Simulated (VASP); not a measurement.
A run of VASP 6.6.1 is set up as follows.

INCAR

```
SYSTEM = LiSi2
  ALGO = Normal
  EDIFF = 1E-7
  ENCUT = 520
  GGA = PE
  ISIF = 2
  ISMEAR = 0
  LASPH = .True.
  LCHARG = .False.
  LREAL = .False.
  LWAVE = .False.
  NBANDS = 34
  NELM = 60
  PREC = Accurate
  SIGMA = 0.2
```

File KPOINTS:

```
k-points
0
Gamma
  6 6 2
  0 0 0
```

Contents of POSCAR:

```
LiSi2
1.0
    4.2810457579     -0.0128118752     -0.0003734082
   -2.1518536203      3.7061693567     -0.0003346604
    0.0003291410      0.0005753607     11.3951977528
Li Si
4 8
Direct
   -0.0020401708      0.0006652510      0.1249803503
   -0.0017826785      0.0007890745      0.6250195209
    0.0021098022     -0.0005839258      0.3749916587
    0.0016873651     -0.0008817266      0.8750182723
    0.6662359793      0.3334673654      0.0175936768
    0.6664365227      0.3336087774      0.5175572613
    0.3337147860      0.6664990013      0.2675824860
    0.3336345200      0.6664328822      0.7675736000
    0.6663511365      0.3335589660      0.2324357932
    0.6663056116      0.3335106588      0.7324018379
    0.3337766487      0.6665363474      0.4824284047
    0.3335704772      0.6663973282      0.9824171382
```

Potentials or basis: VASP PAW PBE potentials, release 64 (Li_sv, Si).

The run is started by

```bash
$ cat potpaw_PBE.64/Li_sv/POTCAR potpaw_PBE.64/Si/POTCAR > POTCAR
$ mpirun -np 1 vasp_std > vasp.out
```

Task: Estimate the largest force.

Result: 0.004 eV/Å.

Task: Estimate the band gap on the k mesh.

Result: Zero (band 22 reaches 8.89 eV, above the bottom of band 23 at 6.12 eV).

Forces in eV/Å, atoms in the order of the input:
```
Li   0.003  0.001  0.001
Li   0.002  0.000 -0.001
Li  -0.003 -0.001  0.000
Li  -0.002  0.000 -0.001
Si   0.001 -0.001 -0.002
Si   0.000 -0.002 -0.001
Si  -0.001  0.001 -0.001
Si  -0.001  0.001 -0.001
Si   0.001 -0.001  0.001
Si   0.001 -0.001  0.002
Si  -0.001  0.001  0.001
Si  -0.001  0.001  0.002
```
